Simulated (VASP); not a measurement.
The system is SnSe2.

```
Sn Se
1.0
     4.01641    0.00000    0.00000
    -2.00820    3.47831    0.00000
     0.00000    0.00000    5.88736
Sn Se
1 2
Cartesian
  0.0000 0.0000 0.0000
  0.0000 2.3189 1.5118
  2.0082 1.1594 4.3755
```

This cell differs from its parent crystal: epitaxial xy strain +5.0%.

Base run:

```yaml
Program: VASP 6.6.1
Functional: PBE
Potentials_or_basis: VASP PAW PBE potentials, release 64 (Sn_d, Se)
Cutoff: 520 eV
k_mesh: 12 × 12 × 4
Occupations: fermi-dirac, width 0.02 eV
Spin: no spin polarisation
```

Its results: band gap on the k mesh zero (filled and empty bands touch); pressure -0.5 GPa; largest force 0.245 eV/Å.

Problem. The run is repeated on the same cell with these changes: functional from PBE to r2SCAN. What comes out?

Solution. Band gap on the k mesh 0.23 eV; pressure -2.5 GPa; largest force 0.010 eV/Å.

Caveats: semilocal functionals underestimate gaps, and a narrow one can read as zero; spin-orbit coupling is left out, which moves the levels of the heavy elements; this functional lacks dispersion, which binds layers or chains, so the pressure and a relaxed spacing across them are unreliable (at least some runs); the stress differs along the axes, from -4 to 1 GPa (at least some runs); the PAW data sets were made with another functional, which shifts forces and pressure a little (at least some runs).

A k mesh can miss the band edges.
